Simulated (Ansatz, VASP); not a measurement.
**Two plane-wave programs on InP**

```
In P
1.0
     3.86019    0.00000    0.00000
     0.00000    3.86019    0.00000
     0.00000    0.00000   23.18870
In P
4 4
Direct
  0.50000 0.50000 0.32902
  0.00000 0.00000 0.43748
  0.50000 0.50000 0.56252
  0.00000 0.00000 0.67098
  0.00000 0.00000 0.32178
  0.50000 0.50000 0.44512
  0.00000 0.00000 0.55488
  0.50000 0.50000 0.67822
```

Alike in both runs: functional PBEsol; k mesh 9 × 9 × 1; occupations gaussian, width 0.1 eV; no spin polarisation.

Ansatz relaxed the structure, and its values are those at the end. VASP's run is a single point on that final structure, the one shown.

|  | VASP | Ansatz |
| --- | --- | --- |
| version | VASP 6.6.1 | Ansatz 0.2.0 |
| potentials or method | VASP PAW PBE potentials, release 64 (In_d, P), cutoff 520 eV | scalar-relativistic, plane waves, PAW |
| valence electrons in the cell | 72 | 72 |

|  | VASP | Ansatz | Ansatz less VASP |
| --- | --- | --- | --- |
| gap on the k mesh at the Fermi level (eV) | none | none | - |
| rms of the force components (eV/Å) | 0.006 | 0.005 | -0.0016 |

VASP's potentials were made for PBE, not for PBEsol. A gap of «none» marks a metal or a gap that the smearing closes. Ansatz's warnings: xc potential rough in thin density.
